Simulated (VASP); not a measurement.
Write the native input for VASP 6.6.1 that does the following.

- Task: relaxation of cell and atoms
- Functional: PBE
- Potentials or basis: VASP PAW PBE potentials, release 64 (Sc_sv, Te, As)
- Cutoff: 600 eV
- k mesh: 4 × 4 × 4
- Occupations: gaussian, width 0.1 eV
- Spin: no spin polarisation
- Dipole correction: no
- Further INCAR settings: ALGO = Normal; EDIFF = 1e-06; IBRION = 2; EDIFFG = -0.04; NSW = 90; ISIF = 3

The structure of ScTeAs3 lies in POSCAR:

```
ScTeAs3
1.0
    5.1717977400      0.0000000000      0.0000000000
    0.0000000000      5.1717977400      0.0000000000
    0.0000000000      0.0000000000      5.1717977400
Sc Te As
1 1 3
Direct
    0.5000000000      0.5000000000      0.5000000000
    0.0000000000      0.0000000000      0.0000000000
    0.5000000000      0.0000000000      0.0000000000
    0.0000000000      0.5000000000      0.0000000000
    0.0000000000      0.0000000000      0.5000000000
```

The cell was generated, and may not be a known phase.

These files were run (other wordings do the same):

INCAR

```
ALGO = Normal
EDIFF = 1E-6
EDIFFG = -0.04
ENCUT = 600
GGA = PE
IBRION = 2
ISIF = 3
ISMEAR = 0
LASPH = True
LCHARG = False
LREAL = False
LWAVE = False
NELM = 60
NSW = 90
PREC = Accurate
SIGMA = 0.1
```

KPOINTS

```
k-points
0
Gamma
  4 4 4
```

Potentials or basis: VASP PAW PBE potentials, release 64 (Sc_sv, Te, As).

Run with:

```sh
$ cat potpaw_PBE.64/Sc_sv/POTCAR potpaw_PBE.64/Te/POTCAR potpaw_PBE.64/As/POTCAR > POTCAR
$ mpirun -np 1 vasp_std > vasp.out
```

It gave:

```json
{
 "Relaxed volume": "28.71 Å³/atom",
 "Relaxed cell": "a = 5.236 Å, b = 5.236 Å, c = 5.236 Å, α = 90.00°, β = 90.00°, γ = 90.00°",
 "Space group after relaxing (to 0.1 Å)": "Pm-3m (No. 221)",
 "Energy gained by relaxing": "6.1 meV/atom",
 "Ionic steps": "3",
 "Pressure after relaxing": "0.0 GPa",
 "Band gap on the k mesh": "zero (bands 16 and 17 overlap by 0.83 eV)"
}
```

Caveat: spin-orbit coupling is left out, which moves the levels of the heavy elements.

Run time: 61 s on 1 thread of Intel(R) Xeon(R) 6975P-C (Granite Rapids), on a shared host, peak memory 0.28 GiB.
